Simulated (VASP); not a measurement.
# ZrO2 (Cubic zirconia) (Fm-3m) in VASP: a series of runs

The runs below take ZrO2 (Cubic zirconia) through single point, with revPBE, BLYP, PBEsol.

All numbers are computed with VASP 6.6.1; they aren't measurements. Logs are shortened: lines on timing, memory, paths and dates and some standing lists are left out, and cuts for length are marked.

## 1. The cell of the first run

It takes space group Fm-3m (No. 225, cubic). The conventional cell has a = 5.070 Å, b = 5.070 Å, c = 5.070 Å, α = 90.00°, β = 90.00°, γ = 90.00°. Within 2.9 Å of Zr (site symmetry m-3m) lie 8 O at 2.20 Å. Within 2.9 Å of O (site symmetry -43m) lie 4 Zr at 2.20 Å and 6 O at 2.53 Å.

## 2. Single point, revPBE

File INCAR:

```
ALGO = Normal ; EDIFF = 1E-6
ENCUT = 600 ; GGA = RE
GGA_COMPAT = F ; ISIF = 2
ISMEAR = 0 ; LASPH = T
LCHARG = T ; LELF = T
LREAL = F ; LVHAR = T
LWAVE = F ; NBANDS = 19
NELM = 120 ; PREC = Accurate
SIGMA = 0.01
```

File KPOINTS:

```
k-points
0
Gamma
  5 5 5
```

File POSCAR:

```
ZrO2
1.0
    3.5850310000      0.0000000000      0.0000000000
    1.7925155000      3.1047279194      0.0000000000
    1.7925155000      1.0349093065      2.9271655540
Zr O
1 2
Direct
    0.0000000000      0.0000000000      0.0000000000
    0.2500000000      0.2500000000      0.2500000000
    0.7500000000      0.7500000000      0.7500000000
```

Potentials or basis: VASP PAW PBE potentials, release 64 (Zr_sv, O).

Run with:

```sh
$ cat potpaw_PBE.64/Zr_sv/POTCAR potpaw_PBE.64/O/POTCAR > POTCAR
$ mpirun -np 1 vasp_std > vasp.out
```

OUTCAR:

```text
EDIFF = 1E-6
   ENCUT = 600
   GGA = RE
   ISIF = 2
   ISMEAR = 0
   LASPH = T
   LREAL = F
   NELM = 120
   PREC = Accurate

 ion  position               nearest neighbor table
   1  0.000  0.000  0.000-   3 2.20   2 2.20   3 2.20   2 2.20   2 2.20   3 2.20   2 2.20   3 2.20

   2  0.250  0.250  0.250-   1 2.20   1 2.20   1 2.20   1 2.20
   3  0.750  0.750  0.750-   1 2.20   1 2.20   1 2.20   1 2.20

  LATTYP: Found a face centered cubic cell.
 ALAT       =     5.0699994618

  Lattice vectors:

 A1 = (   3.5850310000,   0.0000000000,   0.0000000000)
 A2 = (   1.7925155000,   3.1047279194,   0.0000000000)
 A3 = (   1.7925155000,   1.0349093065,   2.9271655540)

Analysis of symmetry for initial positions (statically):
=====================================================================
 Subroutine PRICEL returns:
 Original cell was already a primitive cell.

 Routine SETGRP: Setting up the symmetry group for a
 face centered cubic supercell.

 Subroutine GETGRP returns: Found 48 space group operations
 (whereof 48 operations were pure point group operations)
 out of a pool of 48 trial point group operations.

The static configuration has the point symmetry O_h .

Analysis of symmetry for dynamics (positions and initial velocities):
=====================================================================
 Subroutine PRICEL returns:
 Original cell was already a primitive cell.

 Routine SETGRP: Setting up the symmetry group for a
 face centered cubic supercell.

 Subroutine GETGRP returns: Found 48 space group operations
 (whereof 48 operations were pure point group operations)
 out of a pool of 48 trial point group operations.

The dynamic configuration has the point symmetry O_h .

 Subroutine INISYM returns: Found 48 space group operations
 (whereof 48 operations are pure point group operations),
 and found     1 'primitive' translations

----------------------------------------------------------------------------------------

                                     Primitive cell

  volume of cell :      32.5810

  direct lattice vectors                    reciprocal lattice vectors
     3.585031000  0.000000000  0.000000000     0.278937616 -0.161044708 -0.113875805
     1.792515500  3.104727919  0.000000000     0.000000000  0.322089415 -0.113875805
     1.792515500  1.034909306  2.927165554     0.000000000  0.000000000  0.341627414

  length of vectors
     3.585031000  3.585031000  3.585031000     0.341627414  0.341627414  0.341627414

  position of ions in fractional coordinates (direct lattice)
     0.000000000  0.000000000  0.000000000
     0.250000000  0.250000000  0.250000000
     0.750000000  0.750000000  0.750000000

  ion indices of the primitive-cell ions
   primitive index   ion index
                 1           1
                 2           2
                 3           3

----------------------------------------------------------------------------------------

 KPOINTS: k-points

Automatic generation of k-mesh.
 Grid dimensions read from file:
 generate k-points for:    5    5    5

 Generating k-lattice:

  Cartesian coordinates                     Fractional coordinates (reciprocal lattice)
     0.055787523 -0.032208942 -0.022775161     0.200000000  0.000000000  0.000000000
     0.000000000  0.064417883 -0.022775161     0.000000000  0.200000000 -0.000000000
     0.000000000  0.000000000  0.068325483     0.000000000  0.000000000  0.200000000

  Length of vectors
     0.068325483  0.068325483  0.068325483

  Shift w.r.t. Gamma in fractional coordinates (k-lattice)
     0.000000000  0.000000000  0.000000000

 Subroutine IBZKPT returns following result:
 ===========================================

 Found     10 irreducible k-points:

 Following reciprocal coordinates:
            Coordinates               Weight
  0.000000  0.000000  0.000000      1.000000
  0.200000  0.000000  0.000000      8.000000
  0.400000 -0.000000 -0.000000      8.000000
  0.200000  0.200000 -0.000000      6.000000
  0.400000  0.200000  0.000000     24.000000
 -0.400000  0.200000  0.000000     24.000000
 -0.200000  0.200000  0.000000     12.000000
  0.400000  0.400000  0.000000      6.000000
 -0.400000  0.400000  0.000000     12.000000
 -0.400000  0.400000  0.200000     24.000000
   k-points           NKPTS =     10   k-points in BZ     NKDIM =     10   number of bands    NBANDS=     19
   number of dos      NEDOS =    301   number of ions     NIONS =      3
   total plane-waves  NPLWV =  27000
   dimension x,y,z NGX =    30 NGY =   30 NGZ =   30
   dimension x,y,z NGXF=    60 NGYF=   60 NGZF=   60
   ions per type =               1   2
   NGX,Y,Z   is equivalent  to a cutoff of  13.91, 13.91, 13.91 a.u.
   NGXF,Y,Z  is equivalent  to a cutoff of  27.82, 27.82, 27.82 a.u.
 SYSTEM =  unknown system
   PREC   = accura    normal or accurate (medium, high low for compatibility)
   ISTART =      0    job   : 0-new  1-cont  2-samecut
   ICHARG =      2    charge: 1-file 2-atom 10-const
   ISPIN  =      1    spin polarized calculation?
   LNONCOLLINEAR =      F non collinear calculations
   LSORBIT =      F    spin-orbit coupling
   LASPH  =      T    aspherical Exc in radial PAW
   ENCUT  =  600.0 eV  44.10 Ry    6.64 a.u.   7.16  7.16  7.16*2*pi/ulx,y,z
   NELM   =    120;   NELMIN=  2; NELMDL= -5     # of ELM steps
   EDIFF  = 0.1E-05   stopping-criterion for ELM
   LREAL  =      F    real-space projection
   EDIFFG = 0.1E-04   stopping-criterion for IOM
   NSW    =      0    number of steps for IOM
   IBRION =     -1    ionic relax: 0-MD 1-quasi-New 2-CG
   NFREE  =      0    steps in history (QN), initial steepest desc. (CG)
   ISIF   =      2    stress and relaxation
   ISYM   =      2    0-nonsym 1-usesym 2-fastsym
   POTIM  = 0.5000    time-step for ionic-motion
   TEBEG  =    0.0;   TEEND  =   0.0 temperature during run
   PSTRESS=    0.0 pullay stress
   NELECT =      24.0000    total number of electrons
   NUPDOWN=      -1.0000    fix difference up-down
   EMIN   =  10.00;   EMAX   =-10.00  energy-range for DOS
   EFERMI =   0.00;   METHOD = LEGACY
   ISMEAR =     0;   SIGMA  =   0.01  broadening in eV -4-tet -1-fermi 0-gaus
   EFERMI_NEDOS =   21; number of points for ismear=-14 and -15
   IALGO  =     38    algorithm
   IMIX   =      4    mixing-type and parameters
     AMIX     =   0.40;   BMIX     =  1.00
     AMIX_MAG =   1.60;   BMIX_MAG =  1.00
  volume/ion in A,a.u.               =      10.86        73.29
  Fermi-wavevector in a.u.,A,eV,Ry     =   1.478509  2.793977 29.742187  2.185989
  Thomas-Fermi vector in A             =   2.592781
   LORBIT       =      0    0 simple, 1 ext, 2 COOP (PROOUT), +10 PAW based schemes
   GGA     = RE    functional components
   LHFCALC =     F    Hartree Fock is set to
   AEXX    =    0.0000 exact exchange contribution
   IVDW    =     0    specifies the selected vdW correction
   LEPSILON=     F    determine dielectric tensor
   LRPA    =     F    only Hartree local field effects (RPA)
 non-spin polarized calculation
 Gauss-broadening in eV      SIGMA  =   0.01
  energy-cutoff  :      600.00
  volume of cell :       32.58
 maximum number of plane-waves:      1103
 NGX is ok and might be reduce to    30
   NGX = 15   NGY = 15   NGZ = 15

 number of electron      23.9999997 magnetization

 Free energy of the ion-electron system (eV)
  ---------------------------------------------------
  ext. energy  EPLUGINS =         0.00000000
  ---------------------------------------------------
  free energy    TOTEN  =       -27.37289042 eV

  energy without entropy =      -27.37289042  energy(sigma->0) =      -27.37289042

 E-fermi :   7.3211     XC(G=0): -11.6957

 val. band max:        7.2575927970   @ k =  -0.4000   0.4000   0.0000
 cond. band min:      10.8727063331   @ k =   0.0000   0.0000   0.0000
 fundamental gap:      3.6151135361
 Fermi energy:         7.3210922445

 k-point     1 :       0.0000    0.0000    0.0000
  band No.  band energies     occupation
      1     -40.6223      2.00000
      2     -18.4389      2.00000
      3     -18.4389      2.00000
      4     -18.4389      2.00000
      5     -10.8580      2.00000
      6      -8.2843      2.00000
[... 11 lines left out ...]
     18      16.9511      0.00000
     19      22.0624      0.00000

 k-point     2 :       0.2000    0.0000    0.0000
  band No.  band energies     occupation
      1     -40.6052      2.00000
      2     -18.7082      2.00000
      3     -18.4643      2.00000
      4     -18.4643      2.00000
      5     -10.3533      2.00000
      6      -8.6213      2.00000
[... 11 lines left out ...]
     18      16.4530      0.00000
     19      21.3193      0.00000

 k-point     3 :       0.4000   -0.0000   -0.0000
  band No.  band energies     occupation
      1     -40.5775      2.00000
      2     -19.0945      2.00000
      3     -18.5049      2.00000
      4     -18.5049      2.00000
      5      -9.8975      2.00000
      6      -8.6954      2.00000
[... 11 lines left out ...]
     18      16.9580      0.00000
     19      21.3370      0.00000

 k-point     4 :       0.2000    0.2000   -0.0000
  band No.  band energies     occupation
      1     -40.5995      2.00000
      2     -18.7370      2.00000
      3     -18.5022      2.00000
      4     -18.5022      2.00000
      5     -10.1405      2.00000
      6      -8.7693      2.00000
[... 11 lines left out ...]
     18      16.1601      0.00000
     19      21.9268      0.00000

 k-point     5 :       0.4000    0.2000    0.0000
  band No.  band energies     occupation
      1     -40.5754      2.00000
      2     -19.0062      2.00000
      3     -18.6033      2.00000
      4     -18.5466      2.00000
      5      -9.5421      2.00000
      6      -9.0109      2.00000
[... 11 lines left out ...]
     18      17.8056      0.00000
     19      21.8692      0.00000

 k-point     6 :      -0.4000    0.2000    0.0000
  band No.  band energies     occupation
      1     -40.5661      2.00000
      2     -19.0609      2.00000
      3     -18.7150      2.00000
      4     -18.5365      2.00000
      5      -9.5416      2.00000
      6      -8.8358      2.00000
[... 11 lines left out ...]
     18      18.1639      0.00000
     19      22.2089      0.00000

 k-point     7 :      -0.2000    0.2000    0.0000
  band No.  band energies     occupation
      1     -40.5846      2.00000
      2     -18.8959      2.00000
      3     -18.6210      2.00000
      4     -18.4858      2.00000
      5      -9.7634      2.00000
      6      -8.9328      2.00000
[... 11 lines left out ...]
     18      17.6839      0.00000
     19      21.6634      0.00000

 k-point     8 :       0.4000    0.4000    0.0000
  band No.  band energies     occupation
      1     -40.5627      2.00000
      2     -19.1503      2.00000
      3     -18.6032      2.00000
      4     -18.6032      2.00000
      5      -9.4176      2.00000
      6      -8.9177      2.00000
[... 11 lines left out ...]
     18      18.8650      0.00000
     19      23.2029      0.00000

 k-point     9 :      -0.4000    0.4000    0.0000
  band No.  band energies     occupation
      1     -40.5569      2.00000
      2     -19.1124      2.00000
      3     -18.7531      2.00000
      4     -18.5971      2.00000
      5      -9.3792      2.00000
      6      -8.8212      2.00000
[... 11 lines left out ...]
     18      20.2110      0.00000
     19      22.1319      0.00000

 k-point    10 :      -0.4000    0.4000    0.2000
  band No.  band energies     occupation
      1     -40.5604      2.00000
      2     -19.0136      2.00000
      3     -18.8069      2.00000
      4     -18.5935      2.00000
      5      -9.1759      2.00000
      6      -9.0874      2.00000
[... 11 lines left out ...]
     18      19.2947      0.00000
     19      22.9078      0.00000

------------------------ aborting loop because EDIFF is reached ----------------------------------------

  FORCE on cell =-STRESS in cart. coord.  units (eV):
  Direction    XX          YY          ZZ          XY          YZ          ZX
  --------------------------------------------------------------------------------------
  -------------------------------------------------------------------------------------
  Total        2.0796126      2.0796126      2.0796126     -0.0000000      0.0000000     -0.0000000
  in kB      102.2655283    102.2655283    102.2655283     -0.0000000      0.0000000     -0.0000000
  external PRESSURE =     102.2655283 kB  Pullay stress =       0.0000000 kB

 VOLUME and BASIS-vectors are now :
 -----------------------------------------------------------------------------
  energy-cutoff  :      600.00
  volume of cell :       32.58
      direct lattice vectors                 reciprocal lattice vectors
     3.585031000  0.000000000  0.000000000     0.278937616 -0.161044708 -0.113875805
     1.792515500  3.104727919  0.000000000     0.000000000  0.322089415 -0.113875805
     1.792515500  1.034909306  2.927165554     0.000000000  0.000000000  0.341627414

 POSITION                                       TOTAL-FORCE (eV/Angst)
 -----------------------------------------------------------------------------------
      0.00000      0.00000      0.00000        -0.000000      0.000000     -0.000000
      1.79252      1.03491      0.73179         0.000000     -0.000000      0.000000
      5.37755      3.10473      2.19537        -0.000000      0.000000      0.000000
 -----------------------------------------------------------------------------------
    total drift:                               -0.000000      0.000000     -0.000000

  FREE ENERGIE OF THE ION-ELECTRON SYSTEM (eV)
  ---------------------------------------------------
  free  energy   TOTEN  =       -27.3728904186 eV

  energy  without entropy=      -27.3728904186  energy(sigma->0) =      -27.37289042
```

Run time: 8.9 s. Hardware: 1 thread of Intel Xeon Platinum 8559C (Emerald Rapids), shared host; peak memory 0.16 GiB.

What came out:

* Free energy: -27.3729 eV
* Pressure: 10.2 GPa
* Band gap on the k mesh: 3.62 eV, indirect (least direct gap 3.95 eV)

Levels at points of the mesh, in eV from the valence-band top:
| k point | band 8 | band 9 | band 10 | band 11 | band 12 | band 13 | band 14 | band 15 | band 16 | band 17 |
| --- | --- | --- | --- | --- | --- | --- | --- | --- | --- | --- |
| (0.00, 0.00, 0.00) | -5.10 | -5.10 | -0.34 | -0.34 | -0.34 | 3.62 | 3.62 | 7.00 | 9.69 | 9.69 |

Caveat: the k points lie up to 0.43 Å⁻¹ apart; the PAW data sets were made with another functional, which shifts forces and pressure a little. A k mesh can miss the band edges.

## 3. Single point, BLYP

File INCAR:

```
SYSTEM = ZrO2
  PREC = Accurate
  ENCUT = 600
  EDIFF = 1E-6
  ISMEAR = 0
  SIGMA = 0.01
  LREAL = .False.
  LASPH = .True.
  NELM = 120
  ALGO = Normal
  ISIF = 2
  LWAVE = .False.
  LCHARG = .False.
  GGA = B5
  ALDAX = 1.0
  AGGAX = 1.0
  AGGAC = 1.0
  ALDAC = 0.0
  NBANDS = 19
  GGA_COMPAT = .False.
```

File KPOINTS:

```
regular mesh
0
Gamma
  5 5 5
  0 0 0
```

POSCAR is that of step 2.

Potentials or basis: VASP PAW PBE potentials, release 64 (Zr_sv, O).

Run with:

```sh
$ cat potpaw_PBE.64/Zr_sv/POTCAR potpaw_PBE.64/O/POTCAR > POTCAR
$ mpirun -np 1 vasp_std > vasp.out
```

Run time: 15 s. Hardware: 1 thread of Intel Xeon Platinum 8559C (Emerald Rapids), shared host; peak memory 0.16 GiB.

Results (log left out):

```
Free energy            : -27.2783 eV
Pressure               : 14.6 GPa
Band gap on the k mesh : 3.63 eV, indirect (least direct gap 3.96 eV)
```

Levels at points of the mesh, in eV from the valence-band top:
| k point | band 9 | band 10 | band 11 | band 12 | band 13 | band 14 | band 15 | band 16 |
| --- | --- | --- | --- | --- | --- | --- | --- | --- |
| (0.00, 0.00, 0.00) | -5.03 | -0.33 | -0.33 | -0.33 | 3.63 | 3.63 | 7.19 | 9.67 |

Caveat: the k points lie up to 0.43 Å⁻¹ apart; the PAW data sets were made with another functional, which shifts forces and pressure a little. A k mesh can miss the band edges.

## 4. Single point, PBEsol

File INCAR:

```
SYSTEM = ZrO2
ALGO     = Normal         ! electronic algorithm
EDIFF    = 1E-6           ! SCF threshold, eV
ENCUT    = 600            ! plane-wave cutoff, eV
GGA      = PS             ! functional
GGA_COMPAT= .FALSE.      
ISIF     = 2              ! what is computed and relaxed
ISMEAR   = 0              ! smearing method
LASPH    = .TRUE.         ! aspherical terms in the spheres
LCHARG   = .FALSE.        ! write CHGCAR
LREAL    = .FALSE.        ! projectors in reciprocal space
LWAVE    = .FALSE.        ! write WAVECAR
NBANDS   = 19             ! bands
NELM     = 120            ! most SCF steps
PREC     = Accurate       ! precision mode
SIGMA    = 0.01           ! smearing width, eV
```

File KPOINTS:

```
k-points
0
G
  5 5 5
  0 0 0
```

POSCAR is that of step 3.

Run with:

```sh
$ cat potpaw_PBE.64/Zr_sv/POTCAR potpaw_PBE.64/O/POTCAR > POTCAR
$ mpirun -np 1 vasp_std > vasp.out
```

It took 7.9 s on 1 thread of Intel Xeon Platinum 8559C (Emerald Rapids), shared host; peak memory 0.16 GiB.

Results (log left out):

```
Free energy            : -29.9294 eV
Pressure               : -0.7 GPa
Band gap on the k mesh : 3.51 eV, indirect (least direct gap 3.86 eV)
```

Levels at points of the mesh, in eV from the valence-band top:
```
           k point  band 10  band 11  band 12  band 13  band 14  band 15
(0.00, 0.00, 0.00)    -0.35    -0.35    -0.35     3.51     3.51     6.66
```

Caveat: the k points lie up to 0.43 Å⁻¹ apart; the PAW data sets were made with another functional, which shifts forces and pressure a little.

## 5. The runs side by side

| level | gap on the mesh (eV) | pressure (GPa) |
| --- | --- | --- |
| revPBE | 3.62 | 10.2 |
| BLYP | 3.63 | 14.6 |
| PBEsol | 3.51 | -0.7 |

Alike in all rows: task single point; potentials or basis VASP PAW PBE potentials, release 64 (Zr_sv, O); no spin polarisation; cell as given; k mesh 5 × 5 × 5; cutoff (eV) 600; smearing gaussian 0.01 eV.

Caveats: all runs use coarse meshes; the PAW data sets were made with another functional, which shifts forces and pressure a little.

Total energies depend on the potentials used, so only differences within one code and one set of settings carry meaning.
